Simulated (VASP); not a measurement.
InO, 4 atoms in the cell. The cell holds a slab with vacuum, 4 atoms: a = 3.177 Å, b = 3.177 Å, c = 14.607 Å, α = 90.00°, β = 90.00°, γ = 120.00°.  This cell differs from its parent crystal: strain -0.080 along x and y, -0.080 along z.

| Quantity | Value |
| --- | --- |
| Program | VASP 6.6.1 |
| Task | single point |
| Functional | PBE |
| Potentials or basis | VASP PAW PBE potentials, release 64 (In_d, O) |
| Cutoff | 520 eV |
| k mesh | 12 × 12 × 2 |
| Occupations | gaussian, width 0.03 eV |
| Spin | no spin polarisation |
| Dipole correction | no |
| Further INCAR settings | ALGO = Normal; EDIFF = 1e-07; NBANDS = 27 |

Potentials or basis: VASP PAW PBE potentials, release 64 (In_d, O).

Command:

```console
$ cat potpaw_PBE.64/In_d/POTCAR potpaw_PBE.64/O/POTCAR > POTCAR
$ mpirun -np 1 vasp_std > vasp.out
```

Hardware: 1 thread of Intel Xeon 8259CL, with other jobs on the host.

How long does it take, and how much memory?

Run time: 3.7 min on 1 thread of Intel Xeon 8259CL, with other jobs on the host, peak memory 0.3 GiB. Counts: scf iterations 21, k points 38.
